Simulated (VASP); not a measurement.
Input of a VASP 6.6.1 run:

INCAR

```
PREC = Accurate
ENCUT = 520
EDIFF = 1E-6
ISMEAR = 0
SIGMA = 0.1
LREAL = False
LASPH = True
NELM = 60
ALGO = Normal
ISIF = 2
LWAVE = False
LCHARG = True
GGA = PS
LELF = True
LVHAR = True
NBANDS = 15
ISYM = 0
```

File KPOINTS:

```
regular mesh
0
Gamma
  12 12 13
```

File POSCAR:

```
TaN
1.0
    2.9726300472      0.0000000000      0.0000000000
   -1.4863150236      2.5743731369      0.0000000000
    1.4863150236      0.8581243790      2.6506635767
Ta N
1 1
Direct
    0.0000000000      0.0000000000      0.0000000000
    0.0000000000      0.5000000000      0.5000000000
```

Potentials or basis: VASP PAW PBE potentials, release 64 (Ta_pv, N).

Run with:

```bash
$ cat potpaw_PBE.64/Ta_pv/POTCAR potpaw_PBE.64/N/POTCAR > POTCAR
$ mpirun -np 1 vasp_std > vasp.out
```

**Question.** Predict the band gap on the k mesh.

**Answer.** Zero (bands 8 and 9 overlap by 3.31 eV).

**Question.** What does it give for the pressure?

**Answer.** 13.8 GPa.

Stress tensor (GPa, compression positive):
```
17.63  0.07  0.40
 0.07 17.55  0.23
 0.40  0.23  6.26
```

Caveat: the cell stands under pressure; the PAW data sets were made with another functional, which shifts forces and pressure a little; spin-orbit coupling is left out, which moves the levels of the heavy elements.
